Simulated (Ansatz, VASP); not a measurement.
# GaAs in VASP and in Ansatz

Contents of INCAR:

```
SYSTEM = GaAs
  ALGO = Normal
  EDIFF = 1E-6
  EDIFFG = -0.002
  ENCUT = 600
  GGA = CA
  IBRION = 2
  ISIF = 3
  ISMEAR = 0
  LASPH = .TRUE.
  LCHARG = .FALSE.
  LREAL = .FALSE.
  LWAVE = .FALSE.
  NELM = 60
  NSW = 100
  PREC = Accurate
  SIGMA = 0.02
```

Contents of KPOINTS:

```
k-points
0
G
  10 10 10
  0 0 0
```

The input POSCAR:

```
GaAs
1.0
    0.0000000000      2.8015378569      2.8015378569
    2.8015378569      0.0000000000      2.8015378569
    2.8015378569      2.8015378569      0.0000000000
Ga As
1 1
Direct
    0.0000000000      0.0000000000      0.0000000000
    0.7500000000      0.7500000000      0.7500000000
```

Input for Ansatz:

```yaml
crystal:
  lattice:
    - [0.0, 2.8015378569, 2.8015378569]
    - [2.8015378569, 0.0, 2.8015378569]
    - [2.8015378569, 2.8015378569, 0.0]
  atoms:
    - { symbol: Ga, position: [0.0, 0.0, 0.0] }
    - { symbol: As, position: [0.75, 0.75, 0.75] }
basis:
  ecutwfc: 600.0
kpoints:
  mp_grid: { grid: [10, 10, 10] }
hamiltonian:
  xc: lda
  pseudopotentials: { kind: paw, azcp: { folder: soft_1 } }
scf:
  occupations: { method: gaussian, width: 0.02 }
output:
  forces: true
  stress: true
  eigenvalues: true
  write_density: true
  write_potential: true
  elf: true
  volumetric_format: npy
relax:
  adjacent_minimum: "off"
  f_tol: 0.002
  max_steps: 80
  cell: { stress_tol: 0.02 }
```

Alike in both runs: task relaxation of cell and atoms; functional LDA; k mesh 10 × 10 × 10; occupations gaussian, width 0.02 eV; no spin polarisation.

```csv
,VASP,Ansatz
version,VASP 6.6.1,Ansatz 0.2.0
potentials or method,"VASP PAW LDA potentials, release 64 (Ga_d, As), cutoff 600 eV","scalar-relativistic, plane waves, PAW"
valence electrons in the cell,18,28
```

```tsv
	VASP	Ansatz	Ansatz less VASP
gap on the k mesh at the Fermi level, each at its own relaxed structure (eV)	0.51	0.49	-0.015
relaxed volume (Å³/atom)	22.08	21.99	-0.089
relaxed length of the cell vector where the two differ most in proportion (Å)	3.967	3.962	-0.0053
```

Ansatz warns that its potentials were made for another functional, while VASP's fit it. LDA's correlation is that of Perdew and Zunger in VASP and of Perdew and Wang (1992) in Ansatz. VASP's potentials hold 18 valence electrons a cell and Ansatz's 28, so a difference there can come from the potentials and not from the codes.
